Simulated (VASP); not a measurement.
# In2Sb3 (Pm-3m) in VASP: notebook, part 2 of 2

VASP 6.6.1.

## (3) Relaxation of cell and atoms, PBE

This run uses another cell than the first one, of 31.57 Å³/atom, 0.862 times its volume.

Input file INCAR:

```
SYSTEM = In2Sb3
PREC     = Accurate       ! precision mode
ENCUT    = 600            ! plane-wave cutoff, eV
EDIFF    = 1E-6           ! SCF threshold, eV
ISMEAR   = 0              ! smearing method
SIGMA    = 0.1            ! smearing width, eV
LREAL    = .False.        ! projectors in reciprocal space
LASPH    = .True.         ! aspherical terms in the spheres
NELM     = 60             ! most SCF steps
ALGO     = Normal         ! electronic algorithm
ISIF     = 3              ! what is computed and relaxed
LWAVE    = .False.        ! write WAVECAR
LCHARG   = .False.        ! write CHGCAR
GGA      = PE             ! functional
IBRION   = 2              ! ionic algorithm
NSW      = 90             ! ionic steps
EDIFFG   = -0.04          ! ionic threshold
```

Input file KPOINTS:

```
Automatic mesh
0
Gamma
  4 4 4
  0 0 0
```

Input file POSCAR:

```
In2Sb3
1.0
    5.4043677200      0.0000000000      0.0000000000
    0.0000000000      5.4043677200      0.0000000000
    0.0000000000      0.0000000000      5.4043677200
In Sb
2 3
Direct
    0.0000000000      0.0000000000      0.0000000000
    0.5000000000      0.5000000000      0.5000000000
    0.5000000000      0.0000000000      0.0000000000
    0.0000000000      0.5000000000      0.0000000000
    0.0000000000      0.0000000000      0.5000000000
```

Potentials or basis: VASP PAW PBE potentials, release 64 (In_d, Sb).

Command:

```sh
$ cat potpaw_PBE.64/In_d/POTCAR potpaw_PBE.64/Sb/POTCAR > POTCAR
$ mpirun -np 1 vasp_std > vasp.out
```

OUTCAR:

```text
SYSTEM = In2Sb3
   PREC = Accurate
   ENCUT = 600
   EDIFF = 1E-6
   ISMEAR = 0
   LREAL = .False.
   LASPH = .True.
   NELM = 60
   ISIF = 3
   GGA = PE
   IBRION = 2
   NSW = 90
   EDIFFG = -0.04

 ion  position               nearest neighbor table
   1  0.000  0.000  0.000-   3 2.70   4 2.70   5 2.70   5 2.70   4 2.70   3 2.70
   2  0.500  0.500  0.500-   3 3.82   4 3.82   5 3.82   3 3.82   4 3.82   3 3.82   5 3.82   3 3.82
                             4 3.82   5 3.82   4 3.82   5 3.82
   3  0.500  0.000  0.000-   1 2.70   1 2.70   2 3.82   2 3.82   2 3.82   2 3.82
   4  0.000  0.500  0.000-   1 2.70   1 2.70   2 3.82   2 3.82   2 3.82   2 3.82
   5  0.000  0.000  0.500-   1 2.70   1 2.70   2 3.82   2 3.82   2 3.82   2 3.82

  LATTYP: Found a simple cubic cell.
 ALAT       =     5.4043677200

  Lattice vectors:

 A1 = (   5.4043677200,   0.0000000000,   0.0000000000)
 A2 = (   0.0000000000,   5.4043677200,   0.0000000000)
 A3 = (   0.0000000000,   0.0000000000,   5.4043677200)

Analysis of symmetry for initial positions (statically):
=====================================================================
 Subroutine PRICEL returns:
 Original cell was already a primitive cell.

 Routine SETGRP: Setting up the symmetry group for a
 simple cubic supercell.

 Subroutine GETGRP returns: Found 48 space group operations
 (whereof 48 operations were pure point group operations)
 out of a pool of 48 trial point group operations.

The static configuration has the point symmetry O_h .

[... 138 lines left out ...]
  volume of cell :      157.85
 maximum number of plane-waves:      5294
 NGX is ok and might be reduce to    48
   NGX = 21   NGY = 21   NGZ = 21

--------------------------------------- Ionic step        1  -------------------------------------------

 number of electron      41.0000013 magnetization

 Free energy of the ion-electron system (eV)
  ---------------------------------------------------
  ext. energy  EPLUGINS =         0.00000000
  ---------------------------------------------------
  free energy    TOTEN  =       -14.16990210 eV

  energy without entropy =      -14.13647695  energy(sigma->0) =      -14.15318953

 E-fermi :   5.6775     XC(G=0):  -9.3151

 val. band max:        5.6579004484   @ k =   0.5000   0.2500   0.0000
 cond. band min:       5.6830134492   @ k =   0.5000   0.2500   0.0000
 fundamental gap:      0.0251130008
 Fermi energy:         5.6774515306

 k-point     1 :       0.0000    0.0000    0.0000
  band No.  band energies     occupation
      1      -9.1762      2.00000
      2      -9.1762      2.00000
      3      -8.8790      2.00000
      4      -8.8790      2.00000
      5      -8.8790      2.00000
      6      -8.3386      2.00000
[... 336 lines left out ...]
--------------------------------------- Ionic step        3  -------------------------------------------

 number of electron      41.0000010 magnetization

 Free energy of the ion-electron system (eV)
  ---------------------------------------------------
  ext. energy  EPLUGINS =         0.00000000
  ---------------------------------------------------
  free energy    TOTEN  =       -14.56197025 eV

  energy without entropy =      -14.53004840  energy(sigma->0) =      -14.54600933

 E-fermi :   4.3840     XC(G=0):  -8.7214

 val. band max:        4.3692954673   @ k =   0.5000   0.2500   0.0000
 cond. band min:       4.4076843873   @ k =   0.5000   0.2500   0.0000
 fundamental gap:      0.0383889200
 Fermi energy:         4.3839996317

 k-point     1 :       0.0000    0.0000    0.0000
  band No.  band energies     occupation
      1     -10.1902      2.00000
      2     -10.1902      2.00000
      3      -9.9859      2.00000
      4      -9.9859      2.00000
      5      -9.9859      2.00000
      6      -9.7582      2.00000
[... 291 lines left out ...]
  FREE ENERGIE OF THE ION-ELECTRON SYSTEM (eV)
  ---------------------------------------------------
  free  energy   TOTEN  =       -14.5619702523 eV

  energy  without entropy=      -14.5300484000  energy(sigma->0) =      -14.54600933

 reached required accuracy - stopping structural energy minimisation
```

It took 62 s on 1 thread of Intel Xeon 6975P-C (Granite Rapids), shared host; peak memory 0.35 GiB.

What came out:

```
Free energy                            : -14.5620 eV
Relaxed volume                         : 36.30 Å³/atom
Relaxed cell                           : a = 5.662 Å, b = 5.662 Å, c = 5.662 Å, α = 90.00°, β = 90.00°, γ = 90.00°
Space group after relaxing (to 0.05 Å) : Pm-3m (No. 221)
Energy gained by relaxing              : 78.4 meV/atom
Ionic steps                            : 3
Pressure after relaxing                : 0.0 GPa
```

The path:
| step | energy change (eV) | largest force (eV/Å) | pressure (GPa) | volume (Å³) |
| --- | --- | --- | --- | --- |
| 1 | 0.0000 | 0.0000 | 5.99 | 157.85 |
| 2 | -0.3802 | 0.0000 | -0.75 | 186.38 |
| 3 | -0.3921 | 0.0000 | -0.01 | 181.48 |

Final structure:
```
In Sb
1.0
     5.66161    0.00000    0.00000
     0.00000    5.66161    0.00000
     0.00000    0.00000    5.66161
In Sb
2 3
Direct
  0.00000 0.00000 0.00000
  0.50000 0.50000 0.50000
  0.50000 0.00000 0.00000
  0.00000 0.50000 0.00000
  0.00000 0.00000 0.50000
```

Levels at points of the mesh, in eV from the Fermi level:
| k point | band 16 | band 17 | band 18 | band 19 | band 20 | band 21 | band 22 | band 23 | band 24 |
| --- | --- | --- | --- | --- | --- | --- | --- | --- | --- |
| (0.00, 0.00, 0.00) | -3.63 | -3.63 | -1.22 | 0.20 | 0.20 | 0.20 | 0.25 | 0.25 | 0.25 |
| (0.50, 0.00, 0.00) | -3.22 | -3.22 | -0.92 | -0.92 | -0.37 | 0.07 | 0.53 | 0.53 | 1.54 |
| (0.50, 0.50, 0.00) | -2.84 | -1.10 | -1.10 | -0.88 | -0.53 | -0.53 | 1.15 | 1.78 | 1.79 |
| (0.50, 0.50, 0.50) | -2.63 | -2.63 | -2.63 | 1.21 | 1.21 | 1.84 | 1.84 | 1.84 | 3.44 |

Caveat: spin-orbit coupling is left out, which moves the levels of the heavy elements.

## (4) Relaxation of cell and atoms, PBE

This run uses another cell than the first one, of 36.50 Å³/atom, 0.997 times its volume.

Input file INCAR:

```
SYSTEM = In2Sb3
PREC = Accurate ; ENCUT = 600
EDIFF = 1E-7 ; ISMEAR = 0
SIGMA = 0.1 ; LREAL = .False.
LASPH = .True. ; NELM = 80
ALGO = Normal ; ISIF = 3
LWAVE = .False. ; LCHARG = .False.
GGA = PE ; IBRION = 2
NSW = 100 ; EDIFFG = -0.01
```

Input file KPOINTS:

```
Automatic mesh
0
Gamma
  8 8 8
  0 0 0
```

Edit POSCAR of step 3 so:

```diff
@@ -2,5 +2,5 @@
 1.0
-    5.4043677200      0.0000000000      0.0000000000
-    0.0000000000      5.4043677200      0.0000000000
-    0.0000000000      0.0000000000      5.4043677200
+    5.6724091442      0.0000000000      0.0000000000
+    0.0000000000      5.6724091442      0.0000000000
+    0.0000000000      0.0000000000      5.6724091442
 In Sb
```

Potentials or basis: VASP PAW PBE potentials, release 64 (In_d, Sb).

Command:

```sh
$ cat potpaw_PBE.64/In_d/POTCAR potpaw_PBE.64/Sb/POTCAR > POTCAR
$ mpirun -np 1 vasp_std > vasp.out
```

OUTCAR:

```text
SYSTEM = In2Sb3
   PREC = Accurate
   ENCUT = 600
   EDIFF = 1E-7
   ISMEAR = 0
   LREAL = .False.
   LASPH = .True.
   NELM = 80
   ISIF = 3
   GGA = PE
   IBRION = 2
   NSW = 100
   EDIFFG = -0.01

 ion  position               nearest neighbor table
   1  0.000  0.000  0.000-   3 2.84   4 2.84   5 2.84   5 2.84   4 2.84   3 2.84
   2  0.500  0.500  0.500-
   3  0.500  0.000  0.000-   1 2.84   1 2.84
   4  0.000  0.500  0.000-   1 2.84   1 2.84
   5  0.000  0.000  0.500-   1 2.84   1 2.84

  LATTYP: Found a simple cubic cell.
 ALAT       =     5.6724091442

  Lattice vectors:

 A1 = (   5.6724091442,   0.0000000000,   0.0000000000)
 A2 = (   0.0000000000,   5.6724091442,   0.0000000000)
 A3 = (   0.0000000000,   0.0000000000,   5.6724091442)

Analysis of symmetry for initial positions (statically):
=====================================================================
 Subroutine PRICEL returns:
 Original cell was already a primitive cell.

 Routine SETGRP: Setting up the symmetry group for a
[... 225 lines left out ...]
 E-fermi :   4.4388     XC(G=0):  -8.6841

 val. band max:        4.4198288467   @ k =   0.1250   0.1250   0.0000
 cond. band min:       4.4457442631   @ k =   0.5000   0.1250   0.0000
 fundamental gap:      0.0259154163
 Fermi energy:         4.4387728194

 k-point     1 :       0.0000    0.0000    0.0000
  band No.  band energies     occupation
      1     -10.3304      2.00000
      2     -10.3304      2.00000
      3     -10.1318      2.00000
      4     -10.1318      2.00000
      5     -10.1318      2.00000
      6      -9.7869      2.00000
[... 637 lines left out ...]
     23       5.8228      0.00000
     24       6.5550      0.00000

 [... further k-points ...]

------------------------ aborting loop because EDIFF is reached ----------------------------------------

  FORCE on cell =-STRESS in cart. coord.  units (eV):
  Direction    XX          YY          ZZ          XY          YZ          ZX
  --------------------------------------------------------------------------------------
  -------------------------------------------------------------------------------------
  Total        0.0002441      0.0002441      0.0002441     -0.0000000      0.0000000     -0.0000000
  in kB        0.0021364      0.0021364      0.0021364     -0.0000000      0.0000000     -0.0000000
  external PRESSURE =       0.0021364 kB  Pullay stress =       0.0000000 kB

 VOLUME and BASIS-vectors are now :
 -----------------------------------------------------------------------------
  energy-cutoff  :      600.00
  volume of cell :      183.04
      direct lattice vectors                 reciprocal lattice vectors
     5.677821931  0.000000000  0.000000000     0.176123875  0.000000000  0.000000000
    -0.000000000  5.677821931 -0.000000000    -0.000000000  0.176123875  0.000000000
    -0.000000000 -0.000000000  5.677821931    -0.000000000  0.000000000  0.176123875

 POSITION                                       TOTAL-FORCE (eV/Angst)
 -----------------------------------------------------------------------------------
      0.00000      0.00000      0.00000        -0.000000      0.000000     -0.000000
      2.83891      2.83891      2.83891         0.000000     -0.000000     -0.000000
      2.83891      0.00000      0.00000        -0.000000      0.000000      0.000000
     -0.00000      2.83891     -0.00000        -0.000000      0.000000     -0.000000
     -0.00000     -0.00000      2.83891        -0.000000      0.000000     -0.000000
 -----------------------------------------------------------------------------------
    total drift:                                0.000000     -0.000000     -0.000000

  FREE ENERGIE OF THE ION-ELECTRON SYSTEM (eV)
  ---------------------------------------------------
  free  energy   TOTEN  =       -14.4188923915 eV

  energy  without entropy=      -14.3908728434  energy(sigma->0) =      -14.40488262

 reached required accuracy - stopping structural energy minimisation
```

Run time: 2 min. Hardware: 1 thread of Intel Xeon 6975P-C (Granite Rapids), shared host; peak memory 0.45 GiB.

Results:

```
Free energy                            : -14.4189 eV
Relaxed volume                         : 36.61 Å³/atom
Relaxed cell                           : a = 5.678 Å, b = 5.678 Å, c = 5.678 Å, α = 90.00°, β = 90.00°, γ = 90.00°
Space group after relaxing (to 0.05 Å) : Pm-3m (No. 221)
Energy gained by relaxing              : 0.0 meV/atom
Ionic steps                            : 2
Pressure after relaxing                : 0.0 GPa
```

Step by step:
```tsv
step	energy change (eV)	largest force (eV/Å)	pressure (GPa)	volume (Å³)
1	0.0000	0.0000	0.09	182.52
2	-0.0001	0.0000	0.00	183.04
```

Final structure:
```cif
data_structure
_symmetry_space_group_name_H-M 'P 1'
_symmetry_Int_Tables_number 1
_cell_length_a 5.6778
_cell_length_b 5.6778
_cell_length_c 5.6778
_cell_angle_alpha 90.000
_cell_angle_beta 90.000
_cell_angle_gamma 90.000
_cell_volume 183.04
loop_
_atom_site_label
_atom_site_type_symbol
_atom_site_fract_x
_atom_site_fract_y
_atom_site_fract_z
_atom_site_occupancy
In1 In 0.00000 0.00000 0.00000 1
In2 In 0.50000 0.50000 0.50000 1
Sb1 Sb 0.50000 0.00000 0.00000 1
Sb2 Sb 0.00000 0.50000 0.00000 1
Sb3 Sb 0.00000 0.00000 0.50000 1
```

Caveat: spin-orbit coupling is left out, which moves the levels of the heavy elements.

## (5) Overview

| task | cell | k mesh | cutoff (eV) | gap on the mesh (eV) | pressure (GPa) | relaxed volume (Å³/atom) |
| --- | --- | --- | --- | --- | --- | --- |
| single point | a = 5.679 Å, 5 atoms | 8 × 8 × 8 | 520 | none | 0.0 | - |
| relaxation of cell and atoms | relaxed from a = 5.404 Å, 5 atoms | 4 × 4 × 4 | 600 | none | 0.0 | 36.30 |
| relaxation of cell and atoms | relaxed from a = 5.672 Å, 5 atoms | 8 × 8 × 8 | 600 | none | 0.0 | 36.61 |

Alike in all rows: level PBE; potentials or basis VASP PAW PBE potentials, release 64 (In_d, Sb); no spin polarisation; smearing gaussian 0.1 eV.

Caveats: spin-orbit coupling is left out, which moves the levels of the heavy elements.

Total energies depend on the potentials used, so only differences within one code and one set of settings carry meaning.
